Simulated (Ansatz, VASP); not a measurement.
Two plane-wave programs on H5CN

```
C N H
1.0
     6.31875    0.00000    0.00000
     0.00000    6.31875    0.00000
     0.00000    0.00000   26.53325
C N H
1 1 5
Direct
  0.38255 0.81116 0.65924
  0.22556 0.73262 0.62228
  0.40266 0.98196 0.65368
  0.53501 0.73440 0.65127
  0.33374 0.77801 0.69823
  0.08014 0.80199 0.62810
  0.20142 0.57199 0.62611
```

Alike in both runs: task single point; functional PBE; dispersion D3(BJ); k mesh 3 × 3 × 1; occupations gaussian, width 0.1 eV; no spin polarisation.

```csv
,VASP,Ansatz
version,VASP 6.6.1,Ansatz 0.2.0
potentials or method,"VASP PAW PBE potentials, release 64 (C, N, H), cutoff 520 eV","scalar-relativistic, plane waves, PAW"
valence electrons in the cell,14,14
```

|  | VASP | Ansatz | Ansatz less VASP |
| --- | --- | --- | --- |
| gap on the k mesh at the Fermi level (eV) | 3.98 | 3.99 | +0.013 |
| rms of the force components (eV/Å) | 0.249 | 0.250 | +0.0006 |

Atom by atom the forces differ by 0.016 eV/Å (rms over components).
